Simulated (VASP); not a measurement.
# Al3Ni2 (P-3m1) in VASP: further runs

The runs below take Al3Ni2 through single point, with PBEsol.

All numbers are computed with VASP 6.6.1; they aren't measurements. Logs are shortened: lines on timing, memory, paths and dates and some standing lists are left out, and cuts for length are marked.

### Step 1. The cell of the first run

Symmetry: P-3m1, No. 164, trigonal system. The conventional cell has a = 3.903 Å, b = 3.903 Å, c = 4.981 Å, α = 90.00°, β = 90.00°, γ = 120.00°. Al (site symmetry -3m) has 6 Ni at 2.37 Å and 6 Al at 2.86 Å within 3.1 Å. Within 3.3 Å of Al (site symmetry 3m) lie 5 Ni at 2.48 to 2.50 Å and 6 Al at 2.69 to 2.86 Å. Ni (site symmetry 3m) has 8 Al at 2.37 to 2.50 Å and 3 Ni at 2.68 Å within 3.1 Å.

### Step 2. Single point, PBEsol (strain -0.025 along x and y, +0.025 along z)

File INCAR:

```
SYSTEM = Al3Ni2
  PREC = Accurate
  ENCUT = 520
  EDIFF = 1E-6
  ISMEAR = 0
  SIGMA = 0.15
  LREAL = .False.
  LASPH = .True.
  NELM = 100
  ALGO = Fast
  ISIF = 2
  LWAVE = .False.
  LCHARG = .False.
  GGA = PS
  NBANDS = 22
```

File KPOINTS:

```
Automatic mesh
0
Gamma
  12 12 10
  0 0 0
```

File POSCAR:

```
Al3Ni2
1.0
    3.9030611522      0.0000000000      0.0000000000
   -1.9515305761      3.3801501104      0.0000000000
    0.0000000000      0.0000000000      4.9809512260
Al Ni
3 2
Direct
    0.0000000000      0.0000000000      0.0000000000
    0.3333333333      0.6666666667      0.6477829059
    0.6666666667      0.3333333333      0.3522170941
    0.3333333333      0.6666666667      0.1455709067
    0.6666666667      0.3333333333      0.8544290933
```

Potentials or basis: VASP PAW PBE potentials, release 64 (Al, Ni).

Command:

```sh
$ cat potpaw_PBE.64/Al/POTCAR potpaw_PBE.64/Ni/POTCAR > POTCAR
$ mpirun -np 1 vasp_std > vasp.out
```

OUTCAR:

```text
SYSTEM = Al3Ni2
   PREC = Accurate
   ENCUT = 520
   EDIFF = 1E-6
   ISMEAR = 0
   LREAL = .False.
   LASPH = .True.
   NELM = 100
   ISIF = 2
   GGA = PS

 ion  position               nearest neighbor table
   1  0.000  0.000  0.000-   4 2.37   5 2.37   5 2.37   4 2.37   5 2.37   4 2.37   2 2.86   3 2.86
                             2 2.86   3 2.86   3 2.86   2 2.86
   2  0.333  0.667  0.648-   5 2.48   5 2.48   5 2.48   4 2.48   4 2.50   3 2.69   3 2.69   3 2.69
                             1 2.86   1 2.86   1 2.86
   3  0.667  0.333  0.352-   4 2.48   4 2.48   4 2.48   5 2.48   5 2.50   2 2.69   2 2.69   2 2.69
                             1 2.86   1 2.86   1 2.86
   4  0.333  0.667  0.146-   1 2.37   1 2.37   1 2.37   3 2.48   3 2.48   3 2.48   2 2.48   2 2.50
                             5 2.68   5 2.68   5 2.68
   5  0.667  0.333  0.854-   1 2.37   1 2.37   1 2.37   2 2.48   2 2.48   2 2.48   3 2.48   3 2.50
                             4 2.68   4 2.68   4 2.68

  LATTYP: Found a hexagonal cell.
 ALAT       =     3.9030611522
 C/A-ratio  =     1.2761653051

  Lattice vectors:

 A1 = (   3.9030611522,   0.0000000000,   0.0000000000)
 A2 = (  -1.9515305761,   3.3801501104,   0.0000000000)
 A3 = (   0.0000000000,   0.0000000000,   4.9809512260)

Analysis of symmetry for initial positions (statically):
=====================================================================
 Subroutine PRICEL returns:
 Original cell was already a primitive cell.

 Routine SETGRP: Setting up the symmetry group for a
 hexagonal supercell.

 Subroutine GETGRP returns: Found 12 space group operations
 (whereof 12 operations were pure point group operations)
 out of a pool of 24 trial point group operations.

The static configuration has the point symmetry D_3d.

Analysis of symmetry for dynamics (positions and initial velocities):
=====================================================================
 Subroutine PRICEL returns:
 Original cell was already a primitive cell.

 Routine SETGRP: Setting up the symmetry group for a
 hexagonal supercell.

 Subroutine GETGRP returns: Found 12 space group operations
 (whereof 12 operations were pure point group operations)
 out of a pool of 24 trial point group operations.

The dynamic configuration has the point symmetry D_3d.

 Subroutine INISYM returns: Found 12 space group operations
[... 96 lines left out ...]
   ICHARG =      2    charge: 1-file 2-atom 10-const
   ISPIN  =      1    spin polarized calculation?
   LNONCOLLINEAR =      F non collinear calculations
   LSORBIT =      F    spin-orbit coupling
   LASPH  =      T    aspherical Exc in radial PAW
   ENCUT  =  520.0 eV  38.22 Ry    6.18 a.u.   7.26  7.26  9.26*2*pi/ulx,y,z
   NELM   =    100;   NELMIN=  2; NELMDL= -5     # of ELM steps
   EDIFF  = 0.1E-05   stopping-criterion for ELM
   LREAL  =      F    real-space projection
   EDIFFG = 0.1E-04   stopping-criterion for IOM
   NSW    =      0    number of steps for IOM
   IBRION =     -1    ionic relax: 0-MD 1-quasi-New 2-CG
   NFREE  =      0    steps in history (QN), initial steepest desc. (CG)
   ISIF   =      2    stress and relaxation
   ISYM   =      2    0-nonsym 1-usesym 2-fastsym
   POTIM  = 0.5000    time-step for ionic-motion
   TEBEG  =    0.0;   TEEND  =   0.0 temperature during run
   PSTRESS=    0.0 pullay stress
   NELECT =      29.0000    total number of electrons
   NUPDOWN=      -1.0000    fix difference up-down
   EMIN   =  10.00;   EMAX   =-10.00  energy-range for DOS
   EFERMI =   0.00;   METHOD = LEGACY
   ISMEAR =     0;   SIGMA  =   0.15  broadening in eV -4-tet -1-fermi 0-gaus
   EFERMI_NEDOS =   21; number of points for ismear=-14 and -15
   IALGO  =     68    algorithm
   IMIX   =      4    mixing-type and parameters
     AMIX     =   0.40;   BMIX     =  1.00
     AMIX_MAG =   1.60;   BMIX_MAG =  1.00
  volume/ion in A,a.u.               =      13.14        88.69
  Fermi-wavevector in a.u.,A,eV,Ry     =   1.246397  2.355348 21.136715  1.553505
  Thomas-Fermi vector in A             =   2.380576
   LORBIT       =      0    0 simple, 1 ext, 2 COOP (PROOUT), +10 PAW based schemes
   GGA     = PS    functional components
   LHFCALC =     F    Hartree Fock is set to
   AEXX    =    0.0000 exact exchange contribution
   IVDW    =     0    specifies the selected vdW correction
   LEPSILON=     F    determine dielectric tensor
   LRPA    =     F    only Hartree local field effects (RPA)
 non-spin polarized calculation
 RMM-DIIS sequential band-by-band and
 Gauss-broadening in eV      SIGMA  =   0.15
  energy-cutoff  :      520.00
  volume of cell :       65.71
 maximum number of plane-waves:      1795
 NGX is ok and might be reduce to    30
   NGX = 15   NGY = 15   NGZ = 19

 number of electron      29.0000018 magnetization

 Free energy of the ion-electron system (eV)
  ---------------------------------------------------
  ext. energy  EPLUGINS =         0.00000000
  ---------------------------------------------------
  free energy    TOTEN  =       -27.57380578 eV

  energy without entropy =      -27.55938209  energy(sigma->0) =      -27.56659393

 E-fermi :   8.8282     XC(G=0): -11.4813

 val. band max:        8.7484840705   @ k =   0.3333   0.2500   0.5000
 cond. band min:       8.8392959930   @ k =   0.0000   0.2500   0.4000
 fundamental gap:      0.0908119225
 Fermi energy:         8.8281817732

 k-point     1 :       0.0000    0.0000    0.0000
  band No.  band energies     occupation
      1      -1.9363      2.00000
      2       3.2448      2.00000
      3       3.6081      2.00000
      4       5.1032      2.00000
      5       5.1032      2.00000
      6       5.6870      2.00000
[... 589 lines left out ...]
     21      15.1771      0.00000
     22      15.5781      0.00000

 [... further k-points ...]
[... 5 lines left out ...]
  --------------------------------------------------------------------------------------
  -------------------------------------------------------------------------------------
  Total        2.9498430      2.9498430     -1.3813404      0.0000000      0.0000000      0.0000000
  in kB       71.9210232     71.9210232    -33.6788817      0.0000000      0.0000000      0.0000000
  external PRESSURE =      36.7210549 kB  Pullay stress =       0.0000000 kB

 VOLUME and BASIS-vectors are now :
 -----------------------------------------------------------------------------
  energy-cutoff  :      520.00
  volume of cell :       65.71
      direct lattice vectors                 reciprocal lattice vectors
     3.903061152  0.000000000  0.000000000     0.256209155  0.147922425  0.000000000
    -1.951530576  3.380150110  0.000000000     0.000000000  0.295844849  0.000000000
     0.000000000  0.000000000  4.980951226     0.000000000  0.000000000  0.200764865

 POSITION                                       TOTAL-FORCE (eV/Angst)
 -----------------------------------------------------------------------------------
      0.00000      0.00000      0.00000         0.000000      0.000000      0.000000
     -0.00000      2.25343      3.22658        -0.000000      0.000000      0.016487
      1.95153      1.12672      1.75438         0.000000     -0.000000     -0.016487
     -0.00000      2.25343      0.72508        -0.000000      0.000000      0.142767
      1.95153      1.12672      4.25587         0.000000      0.000000     -0.142767
 -----------------------------------------------------------------------------------
    total drift:                               -0.000000      0.000000      0.000000

  FREE ENERGIE OF THE ION-ELECTRON SYSTEM (eV)
  ---------------------------------------------------
  free  energy   TOTEN  =       -27.5738057783 eV

  energy  without entropy=      -27.5593820895  energy(sigma->0) =      -27.56659393
```

OSZICAR:

```text
N       E                     dE             d eps       ncg     rms          rms(c)
DAV:   1     0.138484432647E+03    0.13848E+03   -0.11867E+04  7144   0.135E+03
DAV:   2    -0.238453843933E+02   -0.16233E+03   -0.15342E+03  7164   0.274E+02
DAV:   3    -0.310393478345E+02   -0.71940E+01   -0.70252E+01  8802   0.729E+01
DAV:   4    -0.311946690152E+02   -0.15532E+00   -0.15519E+00  8324   0.963E+00
DAV:   5    -0.312002702415E+02   -0.56012E-02   -0.56009E-02  9082   0.195E+00    0.194E+01
RMM:   6    -0.375625557379E+02   -0.63623E+01   -0.72109E+01  8199   0.942E+01    0.290E+01
RMM:   7    -0.277977151070E+02    0.97648E+01   -0.20731E+01  7131   0.531E+01    0.284E+00
RMM:   8    -0.276191412022E+02    0.17857E+00   -0.11994E+00  7217   0.945E+00    0.220E+00
RMM:   9    -0.275720744563E+02    0.47067E-01   -0.23651E-01  7676   0.423E+00    0.570E-01
RMM:  10    -0.275741353457E+02   -0.20609E-02   -0.39517E-02  8299   0.159E+00    0.464E-01
RMM:  11    -0.275740917663E+02    0.43579E-04   -0.11184E-02  8617   0.120E+00    0.286E-01
RMM:  12    -0.275751058773E+02   -0.10141E-02   -0.10293E-02  7980   0.104E+00    0.354E-01
RMM:  13    -0.275737488649E+02    0.13570E-02   -0.30190E-03  8017   0.662E-01    0.184E-02
RMM:  14    -0.275738024307E+02   -0.53566E-04   -0.50710E-04  8663   0.147E-01    0.416E-02
RMM:  15    -0.275738165218E+02   -0.14091E-04   -0.12184E-04 10326   0.733E-02    0.481E-02
RMM:  16    -0.275738041306E+02    0.12391E-04   -0.53401E-05  8160   0.711E-02    0.479E-02
RMM:  17    -0.275738065918E+02   -0.24612E-05   -0.11481E-05  8005   0.180E-02    0.561E-02
RMM:  18    -0.275738057783E+02    0.81357E-06   -0.14232E-06  5038   0.104E-02
   1 F= -.27573806E+02 E0= -.27566594E+02  d E =-.144237E-01
```

It took 2.7 min on 1 thread of Intel Xeon Platinum 8488C (Sapphire Rapids), shared host; peak memory 0.33 GiB.

Results:

```yaml
Free_energy: -27.5738 eV
Pressure: 3.7 GPa
Largest_force: 0.143 eV/Å
Band_gap_on_the_k_mesh: zero (an odd number of electrons rules out a gap without spin polarisation)
```

Forces on the atoms (eV/Å):
```
Al   0.000  0.000  0.000
Al   0.000  0.000  0.016
Al   0.000  0.000 -0.016
Ni   0.000  0.000  0.143
Ni   0.000  0.000 -0.143
```

Levels at points of the mesh, in eV from the Fermi level:
```
           k point  band 12  band 13  band 14  band 15  band 16  band 17  band 18  band 19
(0.00, 0.00, 0.00)    -1.71    -1.35     1.57     1.57     3.51     3.51     4.91     5.30
(0.50, 0.00, 0.00)    -1.82    -1.67    -1.64    -1.44     1.23     1.85     2.49     4.68
(0.00, 0.00, 0.50)    -1.81     2.77     2.95     2.95     3.10     3.10     3.88     4.71
(0.50, 0.00, 0.50)    -1.92    -1.82    -1.15    -0.27     1.59     2.36     3.61     5.79
```

Caveat: the cell differs from its parent crystal (strain -0.025 along x and y, +0.025 along z); the cell stands under pressure; the PAW data sets were made with another functional, which shifts forces and pressure a little. Spin polarisation is off, so any magnetic state and its effect on volume and gap are missing.

### Step 3. Single point, PBEsol (strain -0.025 along x and y, +0.050 along z)

File INCAR:

```
ALGO     = Fast           # electronic algorithm
EDIFF    = 1E-6           # SCF threshold, eV
ENCUT    = 520            # plane-wave cutoff, eV
GGA      = PS             # functional
ISIF     = 2              # what is computed and relaxed
ISMEAR   = 0              # smearing method
LASPH    = True           # aspherical terms in the spheres
LCHARG   = False          # write CHGCAR
LREAL    = False          # projectors in reciprocal space
LWAVE    = False          # write WAVECAR
NBANDS   = 22             # bands
NELM     = 80             # most SCF steps
PREC     = Accurate       # precision mode
SIGMA    = 0.15           # smearing width, eV
```

File KPOINTS:

```
k-points
0
Gamma
  12 12 10
```

Changes to POSCAR since step 2:

```diff
@@ -4,3 +4,3 @@
    -1.9515305761      3.3801501104      0.0000000000
-    0.0000000000      0.0000000000      4.9809512260
+    0.0000000000      0.0000000000      5.1024378412
 Al Ni
```

Potentials or basis: VASP PAW PBE potentials, release 64 (Al, Ni).

Command:

```sh
$ cat potpaw_PBE.64/Al/POTCAR potpaw_PBE.64/Ni/POTCAR > POTCAR
$ mpirun -np 1 vasp_std > vasp.out
```

Run time: 3.7 min. Hardware: 1 thread of Intel Xeon Platinum 8488C (Sapphire Rapids), shared host; peak memory 0.33 GiB.

The run converged. Its results:

```yaml
Free_energy: -27.5127 eV
Pressure: 0.6 GPa
Largest_force: 0.148 eV/Å
Band_gap_on_the_k_mesh: zero (an odd number of electrons rules out a gap without spin polarisation)
```

Forces in eV/Å, atoms in the order of the input:
```
Al   0.000  0.000  0.000
Al   0.000  0.000  0.098
Al   0.000  0.000 -0.098
Ni   0.000  0.000  0.148
Ni   0.000  0.000 -0.148
```

Stress tensor (GPa, compression positive):
```
 5.50  0.00  0.00
 0.00  5.50  0.00
 0.00  0.00 -9.08
```

Levels at points of the mesh, in eV from the Fermi level:
| k point | band 12 | band 13 | band 14 | band 15 | band 16 | band 17 | band 18 | band 19 |
| --- | --- | --- | --- | --- | --- | --- | --- | --- |
| (0.00, 0.00, 0.00) | -1.67 | -1.34 | 1.67 | 1.67 | 3.57 | 3.57 | 4.95 | 5.27 |
| (0.50, 0.00, 0.00) | -1.69 | -1.68 | -1.63 | -1.51 | 1.08 | 1.63 | 2.51 | 4.53 |
| (0.00, 0.00, 0.50) | -1.76 | 2.41 | 2.95 | 2.95 | 3.17 | 3.17 | 3.50 | 4.70 |
| (0.50, 0.00, 0.50) | -1.93 | -1.79 | -1.17 | -0.24 | 1.55 | 2.37 | 3.61 | 5.38 |

Caveat: the cell differs from its parent crystal (strain -0.025 along x and y, +0.050 along z); the PAW data sets were made with another functional, which shifts forces and pressure a little. Spin polarisation is off, so any magnetic state and its effect on volume and gap are missing.
